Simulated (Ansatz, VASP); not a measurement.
**In2GeS2 in VASP and in Ansatz**

```xyz
5
Lattice="3.8068 0.0000 0.0000 -1.9034 3.2968 0.0000 0.0000 0.0000 10.5184" Properties=species:S:1:pos:R:3 pbc="T T T"
In    0.0000    2.1978    3.1289
In    1.9034    1.0989    7.3895
Ge    0.0000    0.0000    5.2592
S     0.0000    2.1978    8.6723
S     1.9034    1.0989    1.8461
```

Change from the starting cell: species swapped into the La2GeI2 type (P-3m1, No. 164).

Alike in both runs: functional PBE; k mesh 12 × 12 × 4; occupations gaussian, width 0.1 eV; no spin polarisation.

Ansatz relaxed the structure, and its values are those at the end. VASP's run is a single point on that final structure, the one shown.

```csv
,VASP,Ansatz
version,VASP 6.6.1,Ansatz 0.2.0
potentials or method,"VASP PAW PBE potentials, release 64 (In_d, Ge_d, S), cutoff 520 eV","scalar-relativistic, plane waves, PAW"
valence electrons in the cell,52,52
```

Ansatz gave:

| Property | Result |
| --- | --- |
| gap on the k mesh at the Fermi level (eV) | none |
| pressure (GPa) | 0.0 |

Task: Which values does VASP return?

Result: gap on the k mesh at the Fermi level (eV): none; pressure (GPa): -0.1.

A gap of «none» marks a metal or a gap that the smearing closes. With one functional, cell and mesh, what is left measures potentials, basis and numerics.
